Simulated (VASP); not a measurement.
# MgS (F-43m) in VASP: a series of runs

Aim: see how the results for MgS move with the level of theory and the settings. Levels: HSE06, PBE. Tasks: single point.

All numbers are computed with VASP 6.6.1; they aren't measurements. Logs are shortened: lines on timing, memory, paths and dates and some standing lists are left out, and cuts for length are marked.

### Step 1. The cell of the first run

The structure is cubic, space group F-43m (No. 216). The conventional cell has a = 5.888 Å, b = 5.888 Å, c = 5.888 Å, α = 90.00°, β = 90.00°, γ = 90.00°. Within 3.4 Å of Mg (site symmetry -43m) lie 4 S at 2.55 Å. Within 3.4 Å of S (site symmetry -43m) lie 4 Mg at 2.55 Å.

### Step 2. Single point, HSE06 (strain +4.0%)

Contents of POSCAR:

```
MgS
1.0
    0.0000000000      2.9441119149      2.9441119149
    2.9441119149      0.0000000000      2.9441119149
    2.9441119149      2.9441119149      0.0000000000
Mg S
1 1
Direct
    0.0000000000      0.0000000000      0.0000000000
    0.2500000000      0.2500000000      0.2500000000
```

Contents of INCAR.step1:

```
PREC = Accurate ; ENCUT = 520
EDIFF = 1E-5 ; ISMEAR = 0
SIGMA = 0.01 ; LREAL = False
LASPH = True ; NELM = 100
ALGO = Normal ; ISIF = 2
LWAVE = True ; LCHARG = False
NBANDS = 11 ; GGA = PE
```

Contents of INCAR.step2:

```
PREC = Accurate ; ENCUT = 520
EDIFF = 1E-6 ; ISMEAR = 0
SIGMA = 0.01 ; LREAL = False
LASPH = True ; NELM = 100
ALGO = Normal ; ISIF = 2
LWAVE = False ; LCHARG = False
GGA = PE ; LHFCALC = True
HFSCREEN = 0.2079 ; PRECFOCK = Normal
NBANDS = 11 ; ISTART = 1
```

Contents of KPOINTS:

```
Automatic mesh
0
Gamma
  6 6 6
```

Potentials or basis: VASP PAW PBE potentials, release 64 (Mg, S).

On the command line:

```bash
$ cat potpaw_PBE.64/Mg/POTCAR potpaw_PBE.64/S/POTCAR > POTCAR
$ cp INCAR.step1 INCAR
$ mpirun -np 1 vasp_std > vasp.out
$ cp INCAR.step2 INCAR
$ mpirun -np 1 vasp_std > vasp.out
```

OUTCAR:

```text
PREC = Accurate
   ENCUT = 520
   EDIFF = 1E-6
   ISMEAR = 0
   LREAL = False
   LASPH = True
   NELM = 100
   ISIF = 2
   GGA = PE
   LHFCALC = True
   HFSCREEN = 0.2079
   PRECFOCK = Normal
   ISTART = 1

 ion  position               nearest neighbor table
   1  0.000  0.000  0.000-   2 2.55   2 2.55   2 2.55   2 2.55
   2  0.250  0.250  0.250-   1 2.55   1 2.55   1 2.55   1 2.55

  LATTYP: Found a face centered cubic cell.
 ALAT       =     5.8882238298

  Lattice vectors:

 A1 = (   0.0000000000,   2.9441119149,   2.9441119149)
 A2 = (   2.9441119149,   0.0000000000,   2.9441119149)
 A3 = (   2.9441119149,   2.9441119149,   0.0000000000)

Analysis of symmetry for initial positions (statically):
=====================================================================
 Subroutine PRICEL returns:
 Original cell was already a primitive cell.

 Routine SETGRP: Setting up the symmetry group for a
 face centered cubic supercell.

 Subroutine GETGRP returns: Found 24 space group operations
 (whereof 24 operations were pure point group operations)
 out of a pool of 48 trial point group operations.

The static configuration has the point symmetry T_d .

Analysis of symmetry for dynamics (positions and initial velocities):
=====================================================================
 Subroutine PRICEL returns:
 Original cell was already a primitive cell.

 Routine SETGRP: Setting up the symmetry group for a
 face centered cubic supercell.

 Subroutine GETGRP returns: Found 24 space group operations
 (whereof 24 operations were pure point group operations)
 out of a pool of 48 trial point group operations.

The dynamic configuration has the point symmetry T_d .

 Subroutine INISYM returns: Found 24 space group operations
 (whereof 24 operations are pure point group operations),
 and found     1 'primitive' translations

----------------------------------------------------------------------------------------

                                     Primitive cell

  volume of cell :      51.0379

  direct lattice vectors                    reciprocal lattice vectors
     0.000000000  2.944111915  2.944111915    -0.169830500  0.169830500  0.169830500
     2.944111915  0.000000000  2.944111915     0.169830500 -0.169830500  0.169830500
     2.944111915  2.944111915  0.000000000     0.169830500  0.169830500 -0.169830500

  length of vectors
     4.163602999  4.163602999  4.163602999     0.294155056  0.294155056  0.294155056

  position of ions in fractional coordinates (direct lattice)
     0.000000000  0.000000000  0.000000000
     0.250000000  0.250000000  0.250000000

  ion indices of the primitive-cell ions
   primitive index   ion index
                 1           1
                 2           2

----------------------------------------------------------------------------------------

 KPOINTS: Automatic mesh

Automatic generation of k-mesh.
 Grid dimensions read from file:
 generate k-points for:    6    6    6

 Generating k-lattice:

  Cartesian coordinates                     Fractional coordinates (reciprocal lattice)
    -0.028305083  0.028305083  0.028305083     0.166666667  0.000000000  0.000000000
     0.028305083 -0.028305083  0.028305083     0.000000000  0.166666667  0.000000000
     0.028305083  0.028305083 -0.028305083     0.000000000  0.000000000  0.166666667

  Length of vectors
     0.049025843  0.049025843  0.049025843

  Shift w.r.t. Gamma in fractional coordinates (k-lattice)
     0.000000000  0.000000000  0.000000000

 Subroutine IBZKPT returns following result:
 ===========================================

 Found     16 irreducible k-points:

 Following reciprocal coordinates:
            Coordinates               Weight
  0.000000  0.000000  0.000000      1.000000
  0.166667  0.000000  0.000000      8.000000
  0.333333  0.000000  0.000000      8.000000
  0.500000  0.000000  0.000000      4.000000
  0.166667  0.166667  0.000000      6.000000
  0.333333  0.166667  0.000000     24.000000
[... 8 lines left out ...]
 -0.333333  0.333333  0.166667     24.000000
 -0.333333  0.500000  0.166667     12.000000
   k-points           NKPTS =     16   k-points in BZ     NKDIM =    216   number of bands    NBANDS=     11
   number of dos      NEDOS =    301   number of ions     NIONS =      2
   total plane-waves  NPLWV =  32768
   dimension x,y,z NGX =    32 NGY =   32 NGZ =   32
   dimension x,y,z NGXF=    64 NGYF=   64 NGZF=   64
   ions per type =               1   1
   NGX,Y,Z   is equivalent  to a cutoff of  12.78, 12.78, 12.78 a.u.
   NGXF,Y,Z  is equivalent  to a cutoff of  25.55, 25.55, 25.55 a.u.
 SYSTEM =  unknown system
   PREC   = accura    normal or accurate (medium, high low for compatibility)
   ISTART =      1    job   : 0-new  1-cont  2-samecut
   ICHARG =      0    charge: 1-file 2-atom 10-const
   ISPIN  =      1    spin polarized calculation?
   LNONCOLLINEAR =      F non collinear calculations
   LSORBIT =      F    spin-orbit coupling
   LASPH  =      T    aspherical Exc in radial PAW
   ENCUT  =  520.0 eV  38.22 Ry    6.18 a.u.   7.74  7.74  7.74*2*pi/ulx,y,z
   NELM   =    100;   NELMIN=  2; NELMDL=  0     # of ELM steps
   EDIFF  = 0.1E-05   stopping-criterion for ELM
   LREAL  =      F    real-space projection
   EDIFFG = 0.1E-04   stopping-criterion for IOM
   NSW    =      0    number of steps for IOM
   IBRION =     -1    ionic relax: 0-MD 1-quasi-New 2-CG
   NFREE  =      0    steps in history (QN), initial steepest desc. (CG)
   ISIF   =      2    stress and relaxation
   ISYM   =      3    0-nonsym 1-usesym 2-fastsym
   POTIM  = 0.5000    time-step for ionic-motion
   TEBEG  =    0.0;   TEEND  =   0.0 temperature during run
   PSTRESS=    0.0 pullay stress
   NELECT =       8.0000    total number of electrons
   NUPDOWN=      -1.0000    fix difference up-down
   EMIN   =  10.00;   EMAX   =-10.00  energy-range for DOS
   EFERMI =   0.00;   METHOD = LEGACY
   ISMEAR =     0;   SIGMA  =   0.01  broadening in eV -4-tet -1-fermi 0-gaus
   EFERMI_NEDOS =   21; number of points for ismear=-14 and -15
   IALGO  =     38    algorithm
   IMIX   =      1    mixing-type and parameters
     AMIX     =   0.40;   BMIX     =  1.00
     AMIX_MAG =   1.60;   BMIX_MAG =  1.00
  volume/ion in A,a.u.               =      25.52       172.21
  Fermi-wavevector in a.u.,A,eV,Ry     =   0.882688  1.668038 10.600815  0.779138
  Thomas-Fermi vector in A             =   2.003353
   LORBIT       =      0    0 simple, 1 ext, 2 COOP (PROOUT), +10 PAW based schemes
   GGA     = PE    functional components
   LHFCALC =     T    Hartree Fock is set to
   PRECFOCK=normal    Normal, Fast or Accurate (Low or Medium for compatibility)
   ENCUT4O =  -1.0   cutoff for four orbital integrals eV
   NKREDX  =     1    reduce k-point grid by
   NKREDY  =     1    reduce k-point grid by
   NKREDZ  =     1    reduce k-point grid by
   AEXX    =    0.2500 exact exchange contribution
   HFSCREEN=    0.2079 screening length (either q_TF or 0.3 A-1)
   HFSCREENC=   0.2079 screening length for correlation (either q_TF or 0.3 A-1)
   ENCUTFOCK=  -1.0 apply spherical cutoff to Coloumb kernel
   IVDW    =     0    specifies the selected vdW correction
   LEPSILON=     F    determine dielectric tensor
   LRPA    =     F    only Hartree local field effects (RPA)
 non-spin polarized calculation
 Gauss-broadening in eV      SIGMA  =   0.01
  energy-cutoff  :      520.00
  volume of cell :       51.04
 maximum number of plane-waves:      1384
  NGX = 24; NGY = 24; NGZ = 24

 number of electron       7.9999999 magnetization

 Free energy of the ion-electron system (eV)
  ---------------------------------------------------
  ext. energy  EPLUGINS =         0.00000000
  ---------------------------------------------------
  free energy    TOTEN  =        -9.73408602 eV

  energy without entropy =       -9.73408602  energy(sigma->0) =       -9.73408602

 E-fermi :  -0.2275     XC(G=0):  -6.6704

 val. band max:       -0.3360901832   @ k =   0.0000   0.0000   0.0000
 cond. band min:       3.5697689729   @ k =   0.0000   0.0000   0.0000
 fundamental gap:      3.9058591561
 Fermi energy:        -0.2274555503

 k-point     1 :       0.0000    0.0000    0.0000
  band No.  band energies     occupation
      1     -12.3807      2.00000
      2      -0.3361      2.00000
      3      -0.3361      2.00000
      4      -0.3361      2.00000
      5       3.5698      0.00000
      6       8.4974      0.00000
      7       8.4974      0.00000
      8       8.4974      0.00000
      9      11.5586      0.00000
     10      11.5586      0.00000
     11      13.6874      0.00000

 k-point     2 :       0.1667    0.0000    0.0000
  band No.  band energies     occupation
      1     -12.2493      2.00000
      2      -1.3423      2.00000
      3      -0.4229      2.00000
      4      -0.4229      2.00000
      5       4.5561      0.00000
      6       8.1657      0.00000
      7       8.7411      0.00000
      8       8.7411      0.00000
      9      10.9390      0.00000
     10      10.9390      0.00000
     11      13.0671      0.00000

 k-point     3 :       0.3333    0.0000    0.0000
  band No.  band energies     occupation
      1     -11.9613      2.00000
      2      -2.7410      2.00000
      3      -0.5831      2.00000
      4      -0.5831      2.00000
      5       5.3873      0.00000
      6       8.4639      0.00000
      7       8.5338      0.00000
      8       8.5338      0.00000
      9      11.7982      0.00000
     10      11.7982      0.00000
     11      12.3742      0.00000
[... 155 lines left out ...]
 k-point    15 :      -0.3333    0.3333    0.1667
  band No.  band energies     occupation
      1     -11.6593      2.00000
      2      -2.7799      2.00000
      3      -1.8907      2.00000
      4      -1.1678      2.00000
      5       6.3704      0.00000
      6       7.3481      0.00000
      7       8.7872      0.00000
      8       9.8035      0.00000
      9      11.5416      0.00000
     10      13.3771      0.00000
     11      14.6805      0.00000

 k-point    16 :      -0.3333    0.5000    0.1667
  band No.  band energies     occupation
      1     -11.6109      2.00000
      2      -2.7651      2.00000
      3      -1.7895      2.00000
      4      -1.4962      2.00000
      5       5.5988      0.00000
      6       7.2775      0.00000
      7       9.7240      0.00000
      8       9.7599      0.00000
      9      12.6317      0.00000
     10      14.1821      0.00000
     11      14.4494      0.00000

------------------------ aborting loop because EDIFF is reached ----------------------------------------

  FORCE on cell =-STRESS in cart. coord.  units (eV):
  Direction    XX          YY          ZZ          XY          YZ          ZX
  --------------------------------------------------------------------------------------
  -------------------------------------------------------------------------------------
  Total       -1.8030712     -1.8030712     -1.8030712     -0.0000000      0.0000000      0.0000000
  in kB      -56.6018360    -56.6018360    -56.6018360     -0.0000000      0.0000000      0.0000000
  external PRESSURE =     -56.6018360 kB  Pullay stress =       0.0000000 kB

 VOLUME and BASIS-vectors are now :
 -----------------------------------------------------------------------------
  energy-cutoff  :      520.00
  volume of cell :       51.04
      direct lattice vectors                 reciprocal lattice vectors
     0.000000000  2.944111915  2.944111915    -0.169830500  0.169830500  0.169830500
     2.944111915  0.000000000  2.944111915     0.169830500 -0.169830500  0.169830500
     2.944111915  2.944111915  0.000000000     0.169830500  0.169830500 -0.169830500

 POSITION                                       TOTAL-FORCE (eV/Angst)
 -----------------------------------------------------------------------------------
      0.00000      0.00000      0.00000        -0.000000     -0.000000     -0.000000
      1.47206      1.47206      1.47206         0.000000      0.000000      0.000000
 -----------------------------------------------------------------------------------
    total drift:                               -0.000001     -0.000000     -0.000000

  FREE ENERGIE OF THE ION-ELECTRON SYSTEM (eV)
  ---------------------------------------------------
  free  energy   TOTEN  =        -9.7340860172 eV

  energy  without entropy=       -9.7340860172  energy(sigma->0) =       -9.73408602
```

It took 8.8 min on 1 thread of Intel Xeon Platinum 8259CL at 2.50GHz (Skylake/Cascade Lake), shared host; peak memory 0.29 GiB.

Results:

| Quantity | Value |
| --- | --- |
| Free energy | -9.7341 eV |
| Pressure | -5.7 GPa |
| Band gap on the k mesh | 3.91 eV |

Caveat: the cell differs from its parent crystal (strain +4.0%); the cell stands under tension; the structure was generated, so it needn't be the stable form of MgS; the PAW data sets were made with another functional, which shifts forces and pressure a little.

(Part 1 of 2 ends here.)
